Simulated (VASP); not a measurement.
Set up this calculation in VASP 6.6.1, as the native input.

```
Task                   : single point
Functional             : PBE
Potentials or basis    : VASP PAW PBE potentials, release 64 (N, Al, V_sv)
Cutoff                 : 520 eV
k mesh                 : 3 × 3 × 2, shifted
Occupations            : gaussian, width 0.1 eV
Spin                   : no spin polarisation
Dipole correction      : no
Further INCAR settings : LREAL = Auto; ALGO = Normal; EDIFF = 1e-07; NBANDS = 66; ISYM = 0
```

The structure of Al4VN5 lies in POSCAR:

```
Al4VN5
1.0
    2.0313223375      2.0314090760      4.0599960115
   -2.0318261560     -2.0315003425      4.0602935540
    6.1950565275     -4.1633919769      2.0297401608
N Al V
10 8 2
Direct
    0.9501363502      0.7491359600      0.6011221638
    0.8459647329      0.2491146978      0.8094831961
    0.3420386600      0.7491467556      0.8173079529
    0.7511643033      0.7491482231     -0.0009491251
    0.1491619475      0.7491443469      0.2032039558
    0.0543752435      0.2491583620      0.3927540796
    0.5583175199      0.7491673392      0.3849534532
    0.4501382413      0.2491440610      0.6011353505
    0.2507510322      0.2491731545     -0.0001090946
    0.6495476438      0.2491486189      0.2023779219
    0.0913470138      0.4918058347      0.8041523467
    0.6059752617      0.0063936444      0.8041507212
    0.9976064710     -0.0004545043      0.0033638054
    0.3997969665      0.9995737031      0.1988760320
    0.2943897428      0.4918664966      0.3980579794
    0.8090112459      1.0064204065      0.3981001176
    0.5005895007      0.4986601720      0.0033284348
    0.9027866046      0.4986975061      0.1988822663
    0.2318549424      0.9672222446      0.6011323565
    0.6684630878      0.5310824563      0.6011304706
```

These files were run (other wordings do the same):

INCAR

```
SYSTEM = Al4VN5
PREC = Accurate
ENCUT = 520
EDIFF = 1E-7
ISMEAR = 0
SIGMA = 0.1
LREAL = Auto
LASPH = .True.
NELM = 80
ALGO = Normal
ISIF = 2
LWAVE = .False.
LCHARG = .True.
GGA = PE
LELF = .True.
LVHAR = .True.
NBANDS = 66
ISYM = 0
```

KPOINTS

```
Automatic mesh
0
Gamma
  3 3 2
  0 0 0.5
```

Potentials or basis: VASP PAW PBE potentials, release 64 (N, Al, V_sv).

The run is started by

```sh
$ cat potpaw_PBE.64/N/POTCAR potpaw_PBE.64/Al/POTCAR potpaw_PBE.64/V_sv/POTCAR > POTCAR
$ mpirun -np 1 vasp_std > vasp.out
```

It gave:

```json
{"Pressure": "0.1 GPa", "Largest force": "0.073 eV/Å", "Band gap on the k mesh": "zero (band 50 reaches 11.72 eV, above the bottom of band 51 at 10.89 eV)"}
```

Caveat: the k points lie up to 0.47 Å⁻¹ apart; the run has no spin polarisation, though such a crystal can be magnetic.

Run time: 3.4 min on 1 thread of Intel(R) Xeon(R) Platinum 8559C (Emerald Rapids), on a shared host, peak memory 0.3 GiB.
